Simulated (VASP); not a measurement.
Here is a VASP 6.6.1 calculation.

The input INCAR:

```
SYSTEM = C
ALGO = Normal ; EDIFF = 1E-6
ENCUT = 520 ; GGA = PS
ISIF = 2 ; ISMEAR = 0
LASPH = .TRUE. ; LCHARG = .FALSE.
LREAL = .FALSE. ; LWAVE = .FALSE.
NBANDS = 31 ; NELM = 60
PREC = Accurate ; SIGMA = 0.05
```

Contents of KPOINTS:

```
k-points
0
G
  11 7 3
  0 0 0
```

Contents of POSCAR:

```
C
1.0
   -2.1294220588     -1.2294315772      0.0088643343
    1.3950280734      0.0000000000     -3.6324024213
    5.8008578210     -8.8109263031      0.5802847896
C
10
Direct
    0.8222021784      0.1110711175      0.0666694635
    0.3888688450      0.1444044509      0.2666694635
   -0.0444644883      0.1777377842      0.4666694635
    0.5222021783      0.2110711176      0.6666694635
    0.0888688450      0.2444044509      0.8666694635
    0.6111311550     -0.7444044509      0.9333305365
    0.3444644883      0.1222622158      0.1333305365
    0.9111311550      0.1555955491      0.3333305365
    0.4777978217      0.1889288825      0.5333305365
    0.0444644883      0.2222622158      0.7333305365
```

Potentials or basis: VASP PAW PBE potentials, release 64 (C).

Launch:

```bash
$ cat potpaw_PBE.64/C/POTCAR > POTCAR
$ mpirun -np 1 vasp_std > vasp.out
```

Question: Estimate the largest force.

Answer: 6.555 eV/Å.

Question: What does it give for the pressure?

Answer: 1.3 GPa.

Forces in eV/Å, atoms in the order of the input:
```
C    5.261  2.855 -2.671
C    0.665  0.162  0.492
C    0.064  0.051 -0.062
C    0.034  0.056  0.045
C   -0.169  0.944 -0.822
C   -5.261 -2.855  2.671
C    0.169 -0.944  0.822
C   -0.034 -0.056 -0.045
C   -0.064 -0.051  0.062
C   -0.665 -0.162 -0.492
```

Caveat: the cell differs from its parent crystal (the part above a cut slid along it); the stress differs along the axes, from -10 to 16 GPa; this functional lacks dispersion, which binds layers or chains, so the pressure and a relaxed spacing across them are unreliable; the PAW data sets were made with another functional, which shifts forces and pressure a little.
